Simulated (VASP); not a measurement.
# WC (Amm2) in VASP: single point with PBEsol+U

Aim: the single point of WC with PBEsol+U.

Everything below comes from runs of VASP 6.6.1. Logs are shortened: lines on timing, memory, paths and dates and some standing lists are left out, and cuts for length are marked.

### Step 1. The cell of the first run

The typed cell holds 4 atoms: a = 4.050 Å, b = 2.899 Å, c = 4.050 Å, α = 110.97°, β = 88.54°, γ = 110.97°.

### Step 2. Single point, PBEsol+U, collinear spin, zero start

Input file INCAR:

```
PREC     = Accurate       # precision mode
ENCUT    = 520            # plane-wave cutoff, eV
EDIFF    = 1E-6           # SCF threshold, eV
ISMEAR   = -1             # smearing method
SIGMA    = 0.1298         # smearing width, eV
LREAL    = F              # projectors in reciprocal space
LASPH    = T              # aspherical terms in the spheres
NELM     = 150            # most SCF steps
ALGO     = Normal         # electronic algorithm
ISIF     = 2              # what is computed and relaxed
LWAVE    = F              # write WAVECAR
LCHARG   = F              # write CHGCAR
ISPIN    = 2              # spin polarisation
MAGMOM   = 0 0 0 0        # initial moments
LORBIT   = 11             # projections on sites
LMAXMIX  = 4              # l up to which the mixer works
LDAU     = T              # DFT+U
LDAUTYPE = 2            
LDAUL    = 2 -1           # shell
LDAUU    = 1.28 0         # U, eV
LDAUJ    = 0 0          
LDAUPRINT= 1            
GGA      = PS             # functional
NBANDS   = 30             # bands
```

Input file KPOINTS:

```
regular mesh
0
Gamma
  7 7 7
```

Input file POSCAR:

```
WC
1.0
   -2.9001354865     -0.0004731036     -2.8269885703
    1.4496580285     -2.5108813533      0.0000000000
   -2.9001354865     -0.0004731036      2.8269885703
W C
2 2
Direct
    0.9999965511      0.9999965511      0.9999965511
    0.4999965511      0.9999965511      0.4999965511
    0.9166684489      0.6666684489      0.4166684489
    0.4166684489      0.6666684489      0.9166684489
```

Potentials or basis: VASP PAW PBE potentials, release 64 (W_sv, C).

Command:

```sh
$ cat potpaw_PBE.64/W_sv/POTCAR potpaw_PBE.64/C/POTCAR > POTCAR
$ mpirun -np 1 vasp_std > vasp.out
```

OUTCAR:

```text
PREC = Accurate
   ENCUT = 520
   EDIFF = 1E-6
   ISMEAR = -1
   LREAL = F
   LASPH = T
   NELM = 150
   ISIF = 2
   ISPIN = 2
   LORBIT = 11
   GGA = PS

 ion  position               nearest neighbor table
   1  1.000  1.000  1.000-   3 2.19   4 2.19   3 2.19   4 2.19   3 2.19   4 2.19   2 2.83   2 2.83
                             2 2.90   2 2.90   2 2.90   2 2.90
   2  0.500  1.000  0.500-   3 2.19   4 2.19   3 2.19   4 2.19   4 2.19   3 2.19   1 2.83   1 2.83
                             1 2.90   1 2.90   1 2.90   1 2.90
   3  0.917  0.667  0.417-   1 2.19   2 2.19   1 2.19   2 2.19   2 2.19   1 2.19
   4  0.417  0.667  0.917-   1 2.19   2 2.19   1 2.19   2 2.19   1 2.19   2 2.19

  LATTYP: Found a body centered orthorhombic cell.
 ALAT       =     2.8993160521
 B/A-ratio  =     1.7327035142
 C/A-ratio  =     1.9501072112

  Lattice vectors:

 A1 = (  -2.9001354865,  -0.0004731036,  -2.8269885703)
 A2 = (   2.9001354865,   0.0004731036,  -2.8269885703)
 A3 = (  -1.4504774580,  -2.5113544569,   2.8269885703)

Analysis of symmetry for initial positions (statically):
=====================================================================
 Subroutine PRICEL returns following result:

  LATTYP: Found a base centered orthorhombic cell.
 ALAT       =     2.8993160521
 B/A-ratio  =     1.7327035142
 C/A-ratio  =     0.9750536056
[... 12 lines left out ...]
 Subroutine GETGRP returns: Found  4 space group operations
 (whereof  4 operations were pure point group operations)
 out of a pool of  8 trial point group operations.

The static configuration has the point symmetry C_2v.

Analysis of symmetry for dynamics (positions and initial velocities):
=====================================================================
 Subroutine PRICEL returns following result:

  LATTYP: Found a base centered orthorhombic cell.
 ALAT       =     2.8993160521
 B/A-ratio  =     1.7327035142
 C/A-ratio  =     0.9750536056
[... 12 lines left out ...]
 Subroutine GETGRP returns: Found  4 space group operations
 (whereof  4 operations were pure point group operations)
[... 230 lines left out ...]
  o =  0.3317  v =  0.0000  0.0000  0.0000  0.0000  0.0000 -0.0000  0.5000 -0.0000  0.8660 -0.0000      0.0000  0.0000  0.0000  0.0000  0.0000  0.0000  0.0000  0.0000  0.0000  0.0000
  o =  0.3495  v = -0.5000  0.0000 -0.0000  0.0000  0.8660  0.0000  0.0000  0.0000  0.0000  0.0000      0.0000  0.0000  0.0000  0.0000  0.0000  0.0000  0.0000  0.0000  0.0000  0.0000
  o =  0.3495  v =  0.0000  0.0000  0.0000  0.0000  0.0000 -0.5000  0.0000 -0.0000  0.0000  0.8660      0.0000  0.0000  0.0000  0.0000  0.0000  0.0000  0.0000  0.0000  0.0000  0.0000
  o =  0.3500  v =  0.0000  0.0000  0.0000  0.0000  0.0000  0.8660  0.0000  0.0089  0.0000  0.5000      0.0000  0.0000  0.0000  0.0000  0.0000  0.0000  0.0000  0.0000  0.0000  0.0000
  o =  0.3500  v =  0.8660  0.0000  0.0089  0.0000  0.5000  0.0000  0.0000  0.0000  0.0000  0.0000      0.0000  0.0000  0.0000  0.0000  0.0000  0.0000  0.0000  0.0000  0.0000  0.0000
  o =  0.3687  v =  0.0000  0.0000  0.0000  0.0000  0.0000 -0.0077 -0.0000  1.0000  0.0000 -0.0045      0.0000  0.0000  0.0000  0.0000  0.0000  0.0000  0.0000  0.0000  0.0000  0.0000
  o =  0.3687  v = -0.0077 -0.0000  1.0000  0.0000 -0.0045  0.0000  0.0000  0.0000  0.0000  0.0000      0.0000  0.0000  0.0000  0.0000  0.0000  0.0000  0.0000  0.0000  0.0000  0.0000

 number of electron      35.9999998 magnetization       0.0000006

 Free energy of the ion-electron system (eV)
  ---------------------------------------------------
  ext. energy  EPLUGINS =         0.00000000
  ---------------------------------------------------
  free energy    TOTEN  =       -44.91387396 eV

  energy without entropy =      -44.88070109  energy(sigma->0) =      -44.89728753

 E-fermi :  11.1779     XC(G=0): -13.9747

 val. band max:       11.1662098685   @ k =  -0.4286   0.1429   0.2857
 cond. band min:      11.2180500447   @ k =   0.0000   0.0000   0.0000
 fundamental gap:      0.0518401763
 Fermi energy:        11.1778533223

 spin component 1

 k-point     1 :       0.0000    0.0000    0.0000
  band No.  band energies     occupation
      1     -62.9504      1.00000
      2     -62.8485      1.00000
      3     -27.5415      1.00000
      4     -27.5241      1.00000
      5     -26.9369      1.00000
      6     -26.9305      1.00000
[... 1577 lines left out ...]
     29      24.3893      0.00000
     30      25.1630      0.00000

 [... further k-points ...]

------------------------ aborting loop because EDIFF is reached ----------------------------------------

  FORCE on cell =-STRESS in cart. coord.  units (eV):
  Direction    XX          YY          ZZ          XY          YZ          ZX
  --------------------------------------------------------------------------------------
  -------------------------------------------------------------------------------------
  Total        0.9150119      0.9265433      1.1862678     -0.0099865      0.0000000      0.0000000
  in kB       35.6039261     36.0526241     46.1587341     -0.3885839      0.0000000      0.0000000
  external PRESSURE =      39.2717614 kB  Pullay stress =       0.0000000 kB

 VOLUME and BASIS-vectors are now :
 -----------------------------------------------------------------------------
  energy-cutoff  :      520.00
  volume of cell :       41.18
      direct lattice vectors                 reciprocal lattice vectors
    -2.900135486 -0.000473104 -2.826988570    -0.172389502 -0.099529126 -0.176866651
     1.449658029 -2.510881353  0.000000000     0.000064964 -0.398229022  0.000000000
    -2.900135486 -0.000473104  2.826988570    -0.172389502 -0.099529126  0.176866651

 POSITION                                       TOTAL-FORCE (eV/Angst)
 -----------------------------------------------------------------------------------
     -4.35060     -2.51182      0.00000        -0.001213     -0.000700      0.000000
     -1.45046     -2.51135      0.00000        -0.001213     -0.000700      0.000000
     -2.90042     -1.67456     -1.41349         0.001213      0.000700      0.000000
     -2.90042     -1.67456      1.41349         0.001213      0.000700      0.000000
 -----------------------------------------------------------------------------------
    total drift:                                0.000071      0.000044     -0.000000

  FREE ENERGIE OF THE ION-ELECTRON SYSTEM (eV)
  ---------------------------------------------------
  free  energy   TOTEN  =       -44.9138739591 eV

  energy  without entropy=      -44.8807010949  energy(sigma->0) =      -44.89728753

 total charge

# of ion       s       p       d       tot
------------------------------------------
    1        2.356   6.440   3.402  12.198
    2        2.356   6.440   3.402  12.198
    3        0.849   1.576   0.000   2.425
    4        0.849   1.576   0.000   2.425
--------------------------------------------------
tot          6.411  16.031   6.803  29.246

 magnetization (x)

# of ion       s       p       d       tot
------------------------------------------
    1       -0.000  -0.000  -0.000  -0.000
    2       -0.000  -0.000  -0.000  -0.000
    3       -0.000  -0.000   0.000  -0.000
    4       -0.000  -0.000   0.000  -0.000
--------------------------------------------------
tot         -0.000  -0.000  -0.000  -0.000
```

Wall time 1.8 min (1 thread of Intel Xeon Platinum 8259CL at 2.50GHz (Skylake/Cascade Lake), shared host); peak memory 0.25 GiB.

What came out:

- Free energy: -44.9139 eV
- Pressure: 3.9 GPa
- Band gap on the k mesh: zero (filled and empty bands overlap)
- Net moment: 0.00 μB per cell
- Valence electrons inside the program's atomic spheres: W 12.20; C 2.42

Eigenvalues of the final occupation matrices:
```
    site  spin  trace               eigenvalues
site 1 d     1   1.73  0.33 0.33 0.35 0.35 0.37
site 1 d     2   1.73  0.33 0.33 0.35 0.35 0.37
site 2 d     1   1.73  0.33 0.33 0.35 0.35 0.37
site 2 d     2   1.73  0.33 0.33 0.35 0.35 0.37
```

Caveat: the cell stands under pressure; the PAW data sets were made with another functional, which shifts forces and pressure a little; spin-orbit coupling is left out, which moves the levels of the heavy elements; the U is typed as a test and isn't derived for this compound.

The gap in the log of VASP goes by the Fermi energy; the results here count the filled bands.